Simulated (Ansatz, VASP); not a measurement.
**One calculation of NaH, two programs**

The input INCAR:

```
PREC     = Accurate       # precision mode
ENCUT    = 500            # plane-wave cutoff, eV
EDIFF    = 1E-6           # SCF threshold, eV
ISMEAR   = 1              # smearing method
SIGMA    = 0.2            # smearing width, eV
LREAL    = F              # projectors in reciprocal space
LASPH    = T              # aspherical terms in the spheres
NELM     = 120            # most SCF steps
ALGO     = Normal         # electronic algorithm
ISIF     = 2              # what is computed and relaxed
LWAVE    = F              # write WAVECAR
LCHARG   = T              # write CHGCAR
GGA      = PE             # functional
LELF     = T              # ELF
LVHAR    = T            
NBANDS   = 16             # bands
GGA_COMPAT= F
```

Contents of KPOINTS:

```
regular mesh
0
Gamma
  6 6 4
```

File POSCAR:

```
NaH
1.0
    3.9533072863      0.0000000000      0.0000000000
   -1.9766536431      3.4236645389      0.0000000000
    0.0000000000      0.0000000000      4.8283237758
Na H
2 2
Direct
    0.3333333333      0.6666666667      0.2500000000
    0.6666666667      0.3333333333      0.7500000000
    0.6666666667      0.3333333333      0.2500000000
    0.3333333333      0.6666666667      0.7500000000
```

Input for Ansatz:

```yaml
crystal:
  lattice:
    - [3.9533072863, 0.0, 0.0]
    - [-1.9766536431, 3.4236645389, 0.0]
    - [0.0, 0.0, 4.8283237758]
  atoms:
    - { symbol: Na, position: [0.3333333333, 0.6666666667, 0.25] }
    - { symbol: Na, position: [0.6666666667, 0.3333333333, 0.75] }
    - { symbol: H, position: [0.6666666667, 0.3333333333, 0.25] }
    - { symbol: H, position: [0.3333333333, 0.6666666667, 0.75] }
kpoints:
  mp_grid: { grid: [6, 6, 4] }
hamiltonian:
  xc: pbe
scf:
  occupations: { method: cold, width: 0.2 }
  n_extra_bands: 5
output:
  forces: true
  stress: true
  eigenvalues: true
```

Alike in both runs: task single point; functional PBE; k mesh 6 × 6 × 4; no spin polarisation.

|  | VASP | Ansatz |
| --- | --- | --- |
| version | VASP 6.6.1 | Ansatz 0.2.0 |
| potentials or method | VASP PAW PBE potentials, release 64 (Na_pv, H) | plane waves |
| plane-wave cutoff (eV) | 500 | 420 |
| occupations | methfessel-paxton of order 1, width 0.2 eV | cold, width 0.2 eV |
| valence electrons in the cell | 16 | 20 |

Ansatz gave:

```
gap on the k mesh at the Fermi level (eV)                     : 3.33
pressure (GPa)                                                : 0.4
traceless stress, the component that is largest in VASP (GPa) : 0.08
```

Estimate VASP's values.

gap on the k mesh at the Fermi level (eV): 3.33; pressure (GPa): 0.3; traceless stress, the component that is largest in VASP (GPa): 0.05.

VASP's potentials hold 16 valence electrons a cell and Ansatz's 20, so a difference there can come from the potentials and not from the codes.
